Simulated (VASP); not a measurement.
Crystal: TaF.

```xyz
2
Lattice="2.7712 0.0000 0.0000 -1.3856 2.3999 0.0000 0.0000 0.0000 4.1492" Properties=species:S:1:pos:R:3 pbc="T T T"
Ta    0.0000    0.0000    0.0000
F     1.3856    0.8000    2.0746
```

* Program: VASP 6.6.1
* Task: relaxation of cell and atoms
* Functional: PBE
* Potentials or basis: VASP PAW PBE potentials, release 64 (Ta_pv, F)
* Cutoff: 600 eV
* k mesh: 24 × 24 × 14
* Occupations: gaussian, width 0.1 eV
* Spin: no spin polarisation

At the start: pressure 2.0 GPa; volume 13.80 Å³/atom.

Question: Where does the relaxation end?

Answer: Over 4 steps the energy falls by 2.0 meV/atom and the volume is 13.98 Å³/atom (+1.3 %); space group P-6m2 (No. 187, to 0.1 Å) before and after.

Step by step:
| step | energy change (eV) | largest force (eV/Å) | pressure (GPa) | volume (Å³) |
| --- | --- | --- | --- | --- |
| 1 | 0.0000 | 0.0000 | 2.03 | 27.60 |
| 2 | -0.0020 | 0.0000 | -1.65 | 28.30 |
| 3 | -0.0040 | 0.0000 | -0.16 | 28.00 |
| 4 | -0.0040 | 0.0000 | 0.01 | 27.96 |

Final structure:
```cif
data_structure
_symmetry_space_group_name_H-M 'P 1'
_symmetry_Int_Tables_number 1
_cell_length_a 2.7924
_cell_length_b 2.7924
_cell_length_c 4.1405
_cell_angle_alpha 90.000
_cell_angle_beta 90.000
_cell_angle_gamma 120.000
_cell_volume 27.96
loop_
_atom_site_label
_atom_site_type_symbol
_atom_site_fract_x
_atom_site_fract_y
_atom_site_fract_z
_atom_site_occupancy
Ta1 Ta 0.00000 0.00000 0.00000 1
F1 F 0.66667 0.33333 0.50000 1
```
